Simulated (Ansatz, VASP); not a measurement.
One calculation of RbBr, two programs

Contents of INCAR:

```
  ALGO = Normal
  EDIFF = 1E-6
  ENCUT = 520
  GGA = PS
  ISIF = 2
  ISMEAR = 0
  LASPH = T
  LCHARG = T
  LELF = T
  LREAL = F
  LVHAR = T
  LWAVE = F
  NBANDS = 15
  NELM = 80
  PREC = Accurate
  SIGMA = 0.05
```

Contents of KPOINTS:

```
k-points
0
Gamma
  6 6 6
```

File POSCAR:

```
RbBr
1.0
    0.0000000000      3.4275000000      3.4275000000
    3.7274062500      0.0000000000      3.4275000000
    3.7274062500      3.4275000000      0.0000000000
Rb Br
1 1
Direct
    0.0000000000      0.0000000000      0.0000000000
    0.5000000000      0.5000000000      0.5000000000
```

Input for Ansatz:

```yaml
crystal:
  lattice:
    - [0.0, 3.4275, 3.4275]
    - [3.72740625, 0.0, 3.4275]
    - [3.72740625, 3.4275, 0.0]
  atoms:
    - { symbol: Rb, position: [0.0, 0.0, 0.0] }
    - { symbol: Br, position: [0.5, 0.5, 0.5] }
basis:
  ecutwfc: 420
kpoints:
  mp_grid: { grid: [6, 6, 6] }
hamiltonian:
  xc: pbesol
scf:
  occupations: { method: gaussian, width: 0.05 }
output:
  forces: true
  stress: true
  eigenvalues: true
```

Change from the starting cell: strain +0.0875 x Voigt [1, 0, 0, 0, 0, 0], atoms carried along.

Alike in both runs: task single point; functional PBEsol; k mesh 6 × 6 × 6; occupations gaussian, width 0.05 eV; no spin polarisation.

```csv
,VASP,Ansatz
version,VASP 6.6.1,Ansatz 0.2.0
potentials or method,"VASP PAW PBE potentials, release 64 (Rb_sv, Br), cutoff 520 eV","scalar-relativistic, plane waves, PAW"
valence electrons in the cell,16,16
```

Ansatz gave:

- gap on the k mesh at the Fermi level (eV): 4.01
- least direct gap on the mesh (eV): 4.01
- pressure (GPa): -0.8
- traceless stress, the component that is largest in VASP (GPa): -0.78

Question: What did VASP give for the same quantities?

Answer: gap on the k mesh at the Fermi level (eV): 4.01; least direct gap on the mesh (eV): 4.01; pressure (GPa): -0.7; traceless stress, the component that is largest in VASP (GPa): -0.79.

VASP's potentials were made for PBE, not for PBEsol.
